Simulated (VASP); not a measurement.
# Rh (Fm-3m) in VASP: single point with r2SCAN

Aim: the single point of Rh with r2SCAN.

Everything below comes from runs of VASP 6.6.1. Logs are shortened: lines on timing, memory, paths and dates and some standing lists are left out, and cuts for length are marked.

### 1 The cell of the first run

The structure is cubic, space group Fm-3m (No. 225). Conventional cell: a = 3.800 Å, b = 3.800 Å, c = 3.800 Å, α = 90.00°, β = 90.00°, γ = 90.00°. Within 3.5 Å of Rh (site symmetry m-3m) lie 12 Rh at 2.69 Å.

### 2 Single point, r2SCAN

The input, POSCAR:

```
Rh
1.0
    0.0000000000      1.8999841603      1.8999841603
    1.8999841603      0.0000000000      1.8999841603
    1.8999841603      1.8999841603      0.0000000000
Rh
1
Direct
    0.0000000000      0.0000000000      0.0000000000
```

The input, INCAR.step1:

```
ALGO     = Normal         # electronic algorithm
EDIFF    = 1E-5           # SCF threshold, eV
ENCUT    = 550            # plane-wave cutoff, eV
GGA      = PE             # functional
GGA_COMPAT= False        
ISMEAR   = 0              # smearing method
LASPH    = True           # aspherical terms in the spheres
LCHARG   = False          # write CHGCAR
LREAL    = False          # projectors in reciprocal space
LWAVE    = True           # write WAVECAR
NBANDS   = 14             # bands
NELM     = 120            # most SCF steps
PREC     = Accurate       # precision mode
SIGMA    = 0.1            # smearing width, eV
```

The input, INCAR.step2:

```
ALGO     = Normal         # electronic algorithm
EDIFF    = 1E-6           # SCF threshold, eV
ENCUT    = 550            # plane-wave cutoff, eV
GGA_COMPAT= False        
ISIF     = 2              # what is computed and relaxed
ISMEAR   = 0              # smearing method
ISTART   = 1            
LASPH    = True           # aspherical terms in the spheres
LCHARG   = True           # write CHGCAR
LELF     = True           # ELF
LMIXTAU  = True         
LREAL    = False          # projectors in reciprocal space
LVHAR    = True         
LWAVE    = False          # write WAVECAR
METAGGA  = R2SCAN         # meta-GGA
NBANDS   = 14             # bands
NELM     = 120            # most SCF steps
PREC     = Accurate       # precision mode
SIGMA    = 0.1            # smearing width, eV
```

The input, KPOINTS:

```
k-points
0
Gamma
  18 18 18
```

Potentials or basis: VASP PAW PBE potentials, release 64 (Rh_pv).

On the command line:

```bash
cat potpaw_PBE.64/Rh_pv/POTCAR > POTCAR
cp INCAR.step1 INCAR
mpirun -np 1 vasp_std > vasp.out
cp INCAR.step2 INCAR
mpirun -np 1 vasp_std > vasp.out
```

OUTCAR:

```text
EDIFF = 1E-6
   ENCUT = 550
   ISIF = 2
   ISMEAR = 0
   ISTART = 1
   LASPH = True
   LREAL = False
   METAGGA = R2SCAN
   NELM = 120
   PREC = Accurate

 ion  position               nearest neighbor table
   1  0.000  0.000  0.000-

  LATTYP: Found a face centered cubic cell.
 ALAT       =     3.7999683206

  Lattice vectors:

 A1 = (   0.0000000000,   1.8999841603,   1.8999841603)
 A2 = (   1.8999841603,   0.0000000000,   1.8999841603)
 A3 = (   1.8999841603,   1.8999841603,   0.0000000000)

Analysis of symmetry for initial positions (statically):
=====================================================================
 Subroutine PRICEL returns:
 Original cell was already a primitive cell.

 Routine SETGRP: Setting up the symmetry group for a
 face centered cubic supercell.

 Subroutine GETGRP returns: Found 48 space group operations
 (whereof 48 operations were pure point group operations)
 out of a pool of 48 trial point group operations.

The static configuration has the point symmetry O_h .

Analysis of symmetry for dynamics (positions and initial velocities):
=====================================================================
 Subroutine PRICEL returns:
 Original cell was already a primitive cell.

 Routine SETGRP: Setting up the symmetry group for a
 face centered cubic supercell.

 Subroutine GETGRP returns: Found 48 space group operations
 (whereof 48 operations were pure point group operations)
 out of a pool of 48 trial point group operations.

The dynamic configuration has the point symmetry O_h .

 Subroutine INISYM returns: Found 48 space group operations
 (whereof 48 operations are pure point group operations),
 and found     1 'primitive' translations

----------------------------------------------------------------------------------------

                                     Primitive cell

  volume of cell :      13.7177

  direct lattice vectors                    reciprocal lattice vectors
     0.000000000  1.899984160  1.899984160    -0.263160089  0.263160089  0.263160089
     1.899984160  0.000000000  1.899984160     0.263160089 -0.263160089  0.263160089
     1.899984160  1.899984160  0.000000000     0.263160089  0.263160089 -0.263160089

  length of vectors
     2.686983368  2.686983368  2.686983368     0.455806644  0.455806644  0.455806644

  position of ions in fractional coordinates (direct lattice)
     0.000000000  0.000000000  0.000000000

  ion indices of the primitive-cell ions
   primitive index   ion index
                 1           1

----------------------------------------------------------------------------------------

 KPOINTS: k-points

Automatic generation of k-mesh.
[... 67 lines left out ...]
   LREAL  =      F    real-space projection
[... 7 lines left out ...]
   TEBEG  =    0.0;   TEEND  =   0.0 temperature during run
   PSTRESS=    0.0 pullay stress
   NELECT =      15.0000    total number of electrons
   NUPDOWN=      -1.0000    fix difference up-down
   EMIN   =  10.00;   EMAX   =-10.00  energy-range for DOS
   EFERMI =   0.00;   METHOD = LEGACY
   ISMEAR =     0;   SIGMA  =   0.10  broadening in eV -4-tet -1-fermi 0-gaus
   EFERMI_NEDOS =   21; number of points for ismear=-14 and -15
   IALGO  =     38    algorithm
   IMIX   =      4    mixing-type and parameters
     AMIX     =   0.40;   BMIX     =  1.00
     AMIX_MAG =   1.60;   BMIX_MAG =  1.00
  volume/ion in A,a.u.               =      13.72        92.57
  Fermi-wavevector in a.u.,A,eV,Ry     =   1.686599  3.187211 38.703371  2.844617
  Thomas-Fermi vector in A             =   2.769235
   LORBIT       =      0    0 simple, 1 ext, 2 COOP (PROOUT), +10 PAW based schemes
   METAGGA = R2SCAN    functional components
   LHFCALC =     F    Hartree Fock is set to
   AEXX    =    0.0000 exact exchange contribution
   IVDW    =     0    specifies the selected vdW correction
   LEPSILON=     F    determine dielectric tensor
   LRPA    =     F    only Hartree local field effects (RPA)
 non-spin polarized calculation
 Gauss-broadening in eV      SIGMA  =   0.10
  energy-cutoff  :      550.00
  volume of cell :       13.72
 maximum number of plane-waves:       419
 NGX is ok and might be reduce to    24
   NGX = 11   NGY = 11   NGZ = 11

 number of electron      15.0000002 magnetization

 Free energy of the ion-electron system (eV)
  ---------------------------------------------------
  ext. energy  EPLUGINS =         0.00000000
  ---------------------------------------------------
  free energy    TOTEN  =       -24.13952601 eV

  energy without entropy =      -24.13274859  energy(sigma->0) =      -24.13613730

 E-fermi :  11.7799     XC(G=0): -15.2243

 val. band max:       11.7791920343   @ k =   0.5000   0.2222   0.1111
 cond. band min:      11.7936725992   @ k =   0.5000   0.3889   0.0000
 fundamental gap:      0.0144805650
 Fermi energy:        11.7799143744

 k-point     1 :       0.0000    0.0000    0.0000
  band No.  band energies     occupation
      1     -36.0224      2.00000
      2     -36.0224      2.00000
      3     -36.0224      2.00000
      4       3.5762      2.00000
      5       8.5885      2.00000
      6       8.5885      2.00000
      7       8.5885      2.00000
      8      10.6960      2.00000
      9      10.6960      2.00000
     10      28.4887      0.00000
     11      29.1452      0.00000
     12      34.2540      0.00000
     13      34.2540      0.00000
     14      34.2540      0.00000
[... 377 lines left out ...]
      1     -36.4056      2.00000
      2     -36.1003      2.00000
      3     -36.0659      2.00000
      4       5.4691      2.00000
      5       8.2518      2.00000
      6       8.9822      2.00000
      7       9.0347      2.00000
      8      10.5186      2.00000
      9      11.2314      2.00000
     10      28.0230      0.00000
     11      29.1464      0.00000
     12      30.2714      0.00000
     13      35.7520      0.00000
     14      37.7011      0.00000

 [... further k-points ...]
[... 5 lines left out ...]
  --------------------------------------------------------------------------------------
  -------------------------------------------------------------------------------------
  Total        0.0960382      0.0960382      0.0960382      0.0000000      0.0000000      0.0000000
  in kB       11.2169484     11.2169484     11.2169484      0.0000000      0.0000000      0.0000000
  external PRESSURE =      11.2169484 kB  Pullay stress =       0.0000000 kB

 VOLUME and BASIS-vectors are now :
 -----------------------------------------------------------------------------
  energy-cutoff  :      550.00
  volume of cell :       13.72
      direct lattice vectors                 reciprocal lattice vectors
     0.000000000  1.899984160  1.899984160    -0.263160089  0.263160089  0.263160089
     1.899984160  0.000000000  1.899984160     0.263160089 -0.263160089  0.263160089
     1.899984160  1.899984160  0.000000000     0.263160089  0.263160089 -0.263160089

 POSITION                                       TOTAL-FORCE (eV/Angst)
 -----------------------------------------------------------------------------------
      0.00000      0.00000      0.00000        -0.000000     -0.000000      0.000000
 -----------------------------------------------------------------------------------
    total drift:                               -0.000000      0.000000     -0.000000

  FREE ENERGIE OF THE ION-ELECTRON SYSTEM (eV)
  ---------------------------------------------------
  free  energy   TOTEN  =       -24.1395260139 eV

  energy  without entropy=      -24.1327485865  energy(sigma->0) =      -24.13613730
```

OSZICAR.step1:

```text
N       E                     dE             d eps       ncg     rms          rms(c)
DAV:   1     0.124184767824E+03    0.12418E+03   -0.90717E+03  5484   0.120E+03
DAV:   2    -0.615352616101E+01   -0.13034E+03   -0.12434E+03  5970   0.349E+02
DAV:   3    -0.774979860871E+01   -0.15963E+01   -0.15936E+01  6546   0.424E+01
DAV:   4    -0.775574287288E+01   -0.59443E-02   -0.59440E-02  6300   0.265E+00
DAV:   5    -0.775579538975E+01   -0.52517E-04   -0.52516E-04  6396   0.220E-01    0.102E+01
DAV:   6    -0.727539201036E+01    0.48040E+00   -0.79138E-01  5760   0.124E+01    0.358E+00
DAV:   7    -0.725843418548E+01    0.16958E-01   -0.18245E-02  6288   0.165E+00    0.167E+00
DAV:   8    -0.725500567588E+01    0.34285E-02   -0.33987E-03  5838   0.785E-01    0.208E-01
DAV:   9    -0.725486066467E+01    0.14501E-03   -0.97238E-05  5832   0.136E-01    0.111E-02
DAV:  10    -0.725486223188E+01   -0.15672E-05   -0.28030E-06  3402   0.217E-02
   1 F= -.72548622E+01 E0= -.72514272E+01  d E =-.687011E-02
```

Run time: 89 s. Hardware: 1 thread of Intel Xeon 6975P-C, shared host; peak memory 0.17 GiB.

Results:

* Free energy: -24.1395 eV
* Pressure: 1.1 GPa

Caveat: the PAW data sets were made with another functional, which shifts forces and pressure a little.
